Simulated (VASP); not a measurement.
Here is a VASP 6.6.1 calculation.

File INCAR:

```
PREC = Accurate
ENCUT = 520
EDIFF = 1E-6
ISMEAR = -1
SIGMA = 0.1
LREAL = False
LASPH = True
NELM = 60
ALGO = Normal
ISIF = 2
LWAVE = False
LCHARG = False
GGA = CA
NBANDS = 21
```

The input KPOINTS:

```
Automatic mesh
0
Gamma
  11 11 11
```

File POSCAR:

```
Mo
1.0
    0.0000000000      2.7085377006      2.7085377006
    2.7085377006      0.0000000000      2.7085377006
    2.7085377006      2.7085377006      0.0000000000
Mo
2
Direct
    0.1250000000      0.1250000000      0.1250000000
    0.8750000000      0.8750000000      0.8750000000
```

Potentials or basis: VASP PAW LDA potentials, release 64 (Mo_sv).

Command:

```console
$ cat potpaw_LDA.64/Mo_sv/POTCAR > POTCAR
$ mpirun -np 1 vasp_std > vasp.out
```

**Question.** Predict the pressure.

**Answer.** 13.4 GPa.

**Question.** Estimate the band gap on the k mesh.

**Answer.** Zero (band 14 reaches 8.83 eV, above the bottom of band 15 at 8.26 eV).
